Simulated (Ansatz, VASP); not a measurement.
One calculation of BN, two programs

```
B N
1.0
     2.51218    0.00000    0.00000
    -1.25609    2.17561    0.00816
     0.00000    0.03129    8.34369
B N
2 2
Direct
  0.33333 0.66667 0.25000
  0.66667 0.33333 0.75000
  0.33333 0.66667 0.75000
  0.66667 0.33333 0.25000
```

Change from the starting cell: strain +0.0075 x Voigt [0, 0, 0, 1, 0, 0], atoms carried along.

Alike in both runs: task single point; functional PBE; k mesh 12 × 12 × 4; occupations gaussian, width 0.05 eV; no spin polarisation.

|  | VASP | Ansatz |
| --- | --- | --- |
| version | VASP 6.6.1 | Ansatz 0.2.0 |
| potentials or method | VASP PAW PBE potentials, release 64 (B, N), cutoff 520 eV | scalar-relativistic, plane waves, PAW |
| valence electrons in the cell | 16 | 16 |

Ansatz gave:

* gap on the k mesh at the Fermi level (eV): 4.40
* least direct gap on the mesh (eV): 4.65
* pressure (GPa): 0.0
* traceless stress, the component that is largest in VASP (GPa): 0.04

Task: What did VASP give for the same quantities?

Result: gap on the k mesh at the Fermi level (eV): 4.39; least direct gap on the mesh (eV): 4.64; pressure (GPa): 0.1; traceless stress, the component that is largest in VASP (GPa): -0.13.
